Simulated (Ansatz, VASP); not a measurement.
Two plane-wave programs on Li3SI

```
I S Li
1.0
     4.68654    0.00000    0.00000
     0.00000    4.68654    0.00000
     0.00000    0.00000    4.68654
I S Li
1 1 3
Direct
  0.00000 0.00000 0.00000
  0.50000 0.50000 0.50000
  0.50000 0.50000 0.00000
  0.50000 0.00000 0.50000
  0.00000 0.50000 0.50000
```

Alike in both runs: task single point; functional r2SCAN; k mesh 4 × 4 × 4; no spin polarisation.

```csv
,VASP,Ansatz
version,VASP 6.6.1,Ansatz 0.2.0
potentials or method,"VASP PAW PBE potentials, release 64 (I, S, Li_sv)","plane waves, PAW"
plane-wave cutoff (eV),520,500
occupations,"gaussian, width 0.01 eV",fixed
valence electrons in the cell,22,32
```

Ansatz gave:

```
gap on the k mesh at the Fermi level (eV) : 4.10
```

**Question.** Which values does VASP return?

**Answer.** gap on the k mesh at the Fermi level (eV): 4.04.

VASP's potentials were made for PBE, not for r2SCAN. VASP's potentials hold 22 valence electrons a cell and Ansatz's 32, so a difference there can come from the potentials and not from the codes.

Spin-orbit coupling is off throughout. Noted on VASP's run: the cutoff is short for stress, so the pressure is rough.
